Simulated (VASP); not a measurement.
# Si (Fd-3m) in VASP: notebook

The runs below take Si through vibrations by perturbation theory, with PBE.

All numbers are computed with VASP 6.6.1; they aren't measurements. Logs are shortened: lines on timing, memory, paths and dates and some standing lists are left out, and cuts for length are marked.

### 1 The cell of the first run

The structure is cubic, space group Fd-3m (No. 227). The conventional cell has a = 5.430 Å, b = 5.430 Å, c = 5.430 Å, α = 90.00°, β = 90.00°, γ = 90.00°. Si (site symmetry -43m) has 4 Si at 2.35 Å within 3.1 Å.

### 2 Vibrations by perturbation theory, PBE

INCAR

```
PREC = Accurate
ENCUT = 500
EDIFF = 1E-8
ISMEAR = 0
SIGMA = 0.01
LREAL = F
LASPH = T
NELM = 120
ALGO = Normal
ISIF = 2
LWAVE = F
LCHARG = F
GGA = PE
NBANDS = 11
IBRION = 8
NSW = 1
GGA_COMPAT = F
```

KPOINTS

```
Automatic mesh
0
Gamma
  12 12 12
```

POSCAR

```
Si
1.0
    0.0000000000      2.7150000000      2.7150000000
    2.7150000000      0.0000000000      2.7150000000
    2.7150000000      2.7150000000      0.0000000000
Si
2
Direct
    0.0000000000      0.0000000000      0.0000000000
    0.2500000000      0.2500000000      0.2500000000
```

Potentials or basis: VASP PAW PBE potentials, release 64 (Si).

Launch:

```sh
cat potpaw_PBE.64/Si/POTCAR > POTCAR
mpirun -np 1 vasp_std > vasp.out
```

OUTCAR:

```text
PREC = Accurate
   ENCUT = 500
   EDIFF = 1E-8
   ISMEAR = 0
   LREAL = F
   LASPH = T
   NELM = 120
   ISIF = 2
   GGA = PE
   IBRION = 8
   NSW = 1

 ion  position               nearest neighbor table
   1  0.000  0.000  0.000-   2 2.35   2 2.35   2 2.35   2 2.35
   2  0.250  0.250  0.250-   1 2.35   1 2.35   1 2.35   1 2.35

  LATTYP: Found a face centered cubic cell.
 ALAT       =     5.4300000000

  Lattice vectors:

 A1 = (   0.0000000000,   2.7150000000,   2.7150000000)
 A2 = (   2.7150000000,   0.0000000000,   2.7150000000)
 A3 = (   2.7150000000,   2.7150000000,   0.0000000000)

Analysis of symmetry for initial positions (statically):
=====================================================================
 Subroutine PRICEL returns:
 Original cell was already a primitive cell.

 Routine SETGRP: Setting up the symmetry group for a
 face centered cubic supercell.

 Subroutine GETGRP returns: Found 48 space group operations
 (whereof 24 operations were pure point group operations)
 out of a pool of 48 trial point group operations.

The static configuration has the point symmetry T_d .
 The point group associated with its full space group is O_h .

Analysis of symmetry for dynamics (positions and initial velocities):
=====================================================================
 Subroutine PRICEL returns:
 Original cell was already a primitive cell.

 Routine SETGRP: Setting up the symmetry group for a
 face centered cubic supercell.

 Subroutine GETGRP returns: Found 48 space group operations
 (whereof 24 operations were pure point group operations)
 out of a pool of 48 trial point group operations.

The dynamic configuration has the point symmetry T_d .
 The point group associated with its full space group is O_h .

 Subroutine INISYM returns: Found 48 space group operations
 (whereof 24 operations are pure point group operations),
 and found     1 'primitive' translations

----------------------------------------------------------------------------------------

                                     Primitive cell

  volume of cell :      40.0258

  direct lattice vectors                    reciprocal lattice vectors
     0.000000000  2.715000000  2.715000000    -0.184162063  0.184162063  0.184162063
     2.715000000  0.000000000  2.715000000     0.184162063 -0.184162063  0.184162063
     2.715000000  2.715000000  0.000000000     0.184162063  0.184162063 -0.184162063

  length of vectors
     3.839589822  3.839589822  3.839589822     0.318978049  0.318978049  0.318978049

  position of ions in fractional coordinates (direct lattice)
     0.000000000  0.000000000  0.000000000
     0.250000000  0.250000000  0.250000000

  ion indices of the primitive-cell ions
   primitive index   ion index
                 1           1
                 2           2

----------------------------------------------------------------------------------------

 KPOINTS: Automatic mesh

Automatic generation of k-mesh.
 Grid dimensions read from file:
 generate k-points for:   12   12   12

 Generating k-lattice:

  Cartesian coordinates                     Fractional coordinates (reciprocal lattice)
    -0.015346839  0.015346839  0.015346839     0.083333333  0.000000000  0.000000000
     0.015346839 -0.015346839  0.015346839     0.000000000  0.083333333  0.000000000
     0.015346839  0.015346839 -0.015346839     0.000000000  0.000000000  0.083333333

  Length of vectors
     0.026581504  0.026581504  0.026581504

  Shift w.r.t. Gamma in fractional coordinates (k-lattice)
     0.000000000  0.000000000  0.000000000
[... 71 lines left out ...]
     AMIX_MAG =   1.60;   BMIX_MAG =  1.00
  volume/ion in A,a.u.               =      20.01       135.05
  Fermi-wavevector in a.u.,A,eV,Ry     =   0.957176  1.808800 12.465458  0.916185
  Thomas-Fermi vector in A             =   2.086170
   LORBIT       =      0    0 simple, 1 ext, 2 COOP (PROOUT), +10 PAW based schemes
   GGA     = PE    functional components
   LHFCALC =     F    Hartree Fock is set to
   AEXX    =    0.0000 exact exchange contribution
   IVDW    =     0    specifies the selected vdW correction
   LEPSILON=     F    determine dielectric tensor
   LRPA    =     F    only Hartree local field effects (RPA)
 non-spin polarized calculation
 Gauss-broadening in eV      SIGMA  =   0.01
  energy-cutoff  :      500.00
  volume of cell :       40.03
 maximum number of plane-waves:      1036
   NGX = 13   NGY = 13   NGZ = 13

--------------------------------------- Ionic step        1  -------------------------------------------

 number of electron       8.0000001 magnetization

 Free energy of the ion-electron system (eV)
  ---------------------------------------------------
  ext. energy  EPLUGINS =         0.00000000
  ---------------------------------------------------
  free energy    TOTEN  =       -10.84451251 eV

  energy without entropy =      -10.84451251  energy(sigma->0) =      -10.84451251

 E-fermi :   5.8904     XC(G=0):  -9.4106

 val. band max:        5.8296178594   @ k =   0.0000   0.0000   0.0000
 cond. band min:       6.4019961526   @ k =   0.4167   0.4167   0.0000
 fundamental gap:      0.5723782932
 Fermi energy:         5.8904397416

 k-point     1 :       0.0000    0.0000    0.0000
  band No.  band energies     occupation
      1      -6.1304      2.00000
      2       5.8296      2.00000
      3       5.8296      2.00000
      4       5.8296      2.00000
      5       8.3956      0.00000
      6       8.3956      0.00000
      7       8.3956      0.00000
      8       9.2080      0.00000
      9      13.5499      0.00000
     10      13.5499      0.00000
     11      13.7914      0.00000
[... 309 lines left out ...]
 k-point    24 :      -0.4167    0.1667    0.0000
  band No.  band energies     occupation
      1      -3.5242      2.00000
      2      -0.9333      2.00000
      3       2.8411      2.00000
      4       4.2391      2.00000
      5       8.0184      0.00000
      6       9.9001      0.00000
      7      10.2261      0.00000
      8      13.8104      0.00000
      9      14.3909      0.00000
     10      14.6152      0.00000
     11      17.0014      0.00000

 [... further k-points ...]
[... 5 lines left out ...]
  --------------------------------------------------------------------------------------
  -------------------------------------------------------------------------------------
  Total        0.4938873      0.4938873      0.4938873      0.0000000      0.0000000     -0.0000000
  in kB       19.7696473     19.7696473     19.7696473      0.0000000      0.0000000     -0.0000000
  external PRESSURE =      19.7696473 kB  Pullay stress =       0.0000000 kB

 VOLUME and BASIS-vectors are now :
 -----------------------------------------------------------------------------
  energy-cutoff  :      500.00
  volume of cell :       40.03
      direct lattice vectors                 reciprocal lattice vectors
     0.000000000  2.715000000  2.715000000    -0.184162063  0.184162063  0.184162063
     2.715000000  0.000000000  2.715000000     0.184162063 -0.184162063  0.184162063
     2.715000000  2.715000000  0.000000000     0.184162063  0.184162063 -0.184162063

 POSITION                                       TOTAL-FORCE (eV/Angst)
 -----------------------------------------------------------------------------------
      0.00000      0.00000      0.00000        -0.000000     -0.000000     -0.000000
      1.35750      1.35750      1.35750         0.000000      0.000000      0.000000
 -----------------------------------------------------------------------------------
    total drift:                                0.000000      0.000000     -0.000000

  FREE ENERGIE OF THE ION-ELECTRON SYSTEM (eV)
  ---------------------------------------------------
  free  energy   TOTEN  =       -10.8445125106 eV

  energy  without entropy=      -10.8445125106  energy(sigma->0) =      -10.84451251

[... ionic steps 2 to 3 ...]

--------------------------------------- Ionic step        4  -------------------------------------------

 Free energy of the ion-electron system (eV)
  ---------------------------------------------------
  ---------------------------------------------------
  free energy    TOTEN  =        -0.01742467 eV

  energy without entropy =       -0.01742467

------------------------ aborting loop because EDIFF is reached ----------------------------------------

 INTERNAL STRAIN TENSOR  FOR ION    1  DIRECTION 1   (eV/Angst):
 -----------------------------------------------------------------------------
    -0.00628  0.00000  0.00000
     0.00000  0.00388  9.65730
     0.00000  9.65730  0.00388

 INTERNAL STRAIN TENSOR FOR ION    2 for displacements in x,y,z  (eV/Angst):
          X           Y           Z          XY          YZ          ZX
  --------------------------------------------------------------------------------
  x     0.00000    -0.00000    -0.00000     0.00000    -9.65730     0.00000
  y    -0.00000     0.00000    -0.00000     0.00000     0.00000    -9.65730
  z    -0.00000    -0.00000     0.00000    -9.65730     0.00000     0.00000

 SECOND DERIVATIVES (NOT SYMMETRIZED)
 ------------------------------------
               1X          1Y          1Z          2X          2Y          2Z
  1X   -13.601898    0.000000    0.000000   13.601898    0.000000    0.000000
  1Y     0.000000  -13.601898    0.000000    0.000000   13.601898    0.000000
  1Z     0.000000    0.000000  -13.601898    0.000000    0.000000   13.601898
  2X    13.601898    0.000000    0.000000  -13.601898    0.000000    0.000000
  2Y     0.000000   13.601898    0.000000    0.000000  -13.601898    0.000000
  2Z     0.000000    0.000000   13.601898    0.000000    0.000000  -13.601898

 Eigenvectors and eigenvalues of the dynamical matrix
 ----------------------------------------------------

   1 f  =   15.386090 THz    96.673653 2PiTHz  513.224712 cm-1    63.631726 meV
             X         Y         Z           dx          dy          dz
      0.000000  0.000000  0.000000     0.000000   -0.707107    0.000000
      1.357500  1.357500  1.357500     0.000000    0.707107    0.000000
[... 21 lines left out ...]
   6 f  =    0.000000 THz     0.000000 2PiTHz    0.000000 cm-1     0.000000 meV
             X         Y         Z           dx          dy          dz
      0.000000  0.000000  0.000000     0.000000    0.000000    0.707107
      1.357500  1.357500  1.357500     0.000000    0.000000    0.707107

--------------------------------------------------------------------------------------------------------

 ELASTIC MODULI CONTR FROM IONIC RELAXATION (kBar)
 Direction    XX          YY          ZZ          XY          YZ          ZX
 --------------------------------------------------------------------------------
 XX          -0.0000     -0.0000     -0.0000     -0.0000      0.0000     -0.0000
 YY          -0.0000     -0.0000     -0.0000     -0.0000     -0.0000      0.0000
 ZZ          -0.0000     -0.0000     -0.0000      0.0000     -0.0000     -0.0000
 XY          -0.0000     -0.0000      0.0000   -274.4624      0.0000      0.0000
 YZ           0.0000     -0.0000     -0.0000      0.0000   -274.4624      0.0000
 ZX          -0.0000      0.0000     -0.0000      0.0000      0.0000   -274.4624
 --------------------------------------------------------------------------------
```

Wall time 3.9 min (1 thread of Intel Xeon 8259CL, shared host); peak memory 0.33 GiB.

Results:

| Quantity | Value |
| --- | --- |
| Highest phonon frequency at Γ | 513 cm⁻¹ |

Phonon frequencies in cm⁻¹ (negative: imaginary):
| q point | frequencies |
| --- | --- |
| (0.000, 0.000, 0.000) | 0 0 0 513 513 513 |

Caveat: the cell wasn't relaxed at this level first, which shifts response properties.

### 3 Vibrations by perturbation theory, PBE

This run uses another cell than the first one, of 20.81 Å³/atom, 1.040 times its volume.

INCAR

```
  PREC = Accurate
  ENCUT = 500
  EDIFF = 1E-8
  ISMEAR = 0
  SIGMA = 0.01
  LREAL = F
  LASPH = T
  NELM = 120
  ALGO = Normal
  ISIF = 2
  LWAVE = F
  LCHARG = F
  GGA = PE
  NBANDS = 11
  IBRION = 8
  NSW = 1
  GGA_COMPAT = F
```

KPOINTS

```
regular mesh
0
Gamma
  12 12 12
```

POSCAR

```
Si
1.0
    0.0000000000      2.7507277814      2.7507277814
    2.7507277814      0.0000000000      2.7507277814
    2.7507277814      2.7507277814      0.0000000000
Si
2
Direct
    0.0000000000      0.0000000000      0.0000000000
    0.2500000000      0.2500000000      0.2500000000
```

Potentials or basis: VASP PAW PBE potentials, release 64 (Si).

Launch:

```sh
cat potpaw_PBE.64/Si/POTCAR > POTCAR
mpirun -np 1 vasp_std > vasp.out
```

OUTCAR:

```text
PREC = Accurate
   ENCUT = 500
   EDIFF = 1E-8
   ISMEAR = 0
   LREAL = F
   LASPH = T
   NELM = 120
   ISIF = 2
   GGA = PE
   IBRION = 8
   NSW = 1

 ion  position               nearest neighbor table
   1  0.000  0.000  0.000-   2 2.38   2 2.38   2 2.38   2 2.38
   2  0.250  0.250  0.250-   1 2.38   1 2.38   1 2.38   1 2.38

  LATTYP: Found a face centered cubic cell.
 ALAT       =     5.5014555628

  Lattice vectors:

 A1 = (   0.0000000000,   2.7507277814,   2.7507277814)
 A2 = (   2.7507277814,   0.0000000000,   2.7507277814)
 A3 = (   2.7507277814,   2.7507277814,   0.0000000000)

Analysis of symmetry for initial positions (statically):
=====================================================================
 Subroutine PRICEL returns:
 Original cell was already a primitive cell.

 Routine SETGRP: Setting up the symmetry group for a
 face centered cubic supercell.

 Subroutine GETGRP returns: Found 48 space group operations
[... 563 lines left out ...]
     0.00000  8.01328  0.00374

 INTERNAL STRAIN TENSOR FOR ION    2 for displacements in x,y,z  (eV/Angst):
          X           Y           Z          XY          YZ          ZX
  --------------------------------------------------------------------------------
  x     0.00000     0.00000     0.00000     0.00000    -8.01328     0.00000
  y     0.00000     0.00000     0.00000     0.00000     0.00000    -8.01328
  z     0.00000     0.00000     0.00000    -8.01328     0.00000     0.00000

 SECOND DERIVATIVES (NOT SYMMETRIZED)
 ------------------------------------
               1X          1Y          1Z          2X          2Y          2Z
  1X   -12.586560    0.000000    0.000000   12.586560    0.000000    0.000000
  1Y     0.000000  -12.586560    0.000000    0.000000   12.586560    0.000000
  1Z     0.000000    0.000000  -12.586560    0.000000    0.000000   12.586560
  2X    12.586560    0.000000    0.000000  -12.586560    0.000000    0.000000
  2Y     0.000000   12.586560    0.000000    0.000000  -12.586560    0.000000
  2Z     0.000000    0.000000   12.586560    0.000000    0.000000  -12.586560

 Eigenvectors and eigenvalues of the dynamical matrix
 ----------------------------------------------------

   1 f  =   14.800693 THz    92.995494 2PiTHz  493.697963 cm-1    61.210719 meV
             X         Y         Z           dx          dy          dz
      0.000000  0.000000  0.000000     0.000000    0.302909    0.638941
      1.375364  1.375364  1.375364     0.000000   -0.302909   -0.638941
[... 16 lines left out ...]
   5 f  =    0.000000 THz     0.000000 2PiTHz    0.000000 cm-1     0.000000 meV
             X         Y         Z           dx          dy          dz
      0.000000  0.000000  0.000000     0.707107    0.000000    0.000000
      1.375364  1.375364  1.375364     0.707107    0.000000    0.000000

   6 f/i=    0.000000 THz     0.000001 2PiTHz    0.000005 cm-1     0.000001 meV
             X         Y         Z           dx          dy          dz
      0.000000  0.000000  0.000000     0.000000   -0.213094   -0.674234
      1.375364  1.375364  1.375364     0.000000   -0.213094   -0.674234

--------------------------------------------------------------------------------------------------------

 ELASTIC MODULI CONTR FROM IONIC RELAXATION (kBar)
 Direction    XX          YY          ZZ          XY          YZ          ZX
 --------------------------------------------------------------------------------
 XX          -0.0000      0.0000      0.0000      0.0000      0.0000      0.0000
 YY           0.0000     -0.0000      0.0000     -0.0000      0.0000      0.0000
 ZZ           0.0000      0.0000     -0.0000      0.0000      0.0000     -0.0000
 XY           0.0000     -0.0000      0.0000   -196.3591      0.0000      0.0000
 YZ           0.0000      0.0000      0.0000      0.0000   -196.3591      0.0000
 ZX           0.0000      0.0000     -0.0000      0.0000      0.0000   -196.3591
 --------------------------------------------------------------------------------
```

stdout:

```text
POSCAR found type information on POSCAR Si
 POSCAR found :  1 types and       2 ions
 scaLAPACK will be used
 LDA part: xc-table for (Slater+PW92), standard interpolation
 POSCAR, INCAR and KPOINTS ok, starting setup
 FFT: planning ... GRIDC
 FFT: planning ... GRID_SOFT
 FFT: planning ... GRID
 WAVECAR not read
 entering main loop
 Linear response reoptimize wavefunctions to high precision
 Linear response DOF=           1
 Linear response progress:
 first order change of Fermi-energy   0.87476E-04
 force on displaced ion       1 direction 1 : -12.587   0.000   0.000
 Linear response finished
```

Wall time 3.8 min (1 thread of Intel Xeon 8259CL, shared host); peak memory 0.34 GiB.

Results:

* Highest phonon frequency at Γ: 494 cm⁻¹

Phonon frequencies in cm⁻¹ (negative: imaginary):
| q point | frequencies |
| --- | --- |
| (0.000, 0.000, 0.000) | 0 0 0 494 494 494 |

Caveat: the cell wasn't relaxed at this level first, which shifts response properties.
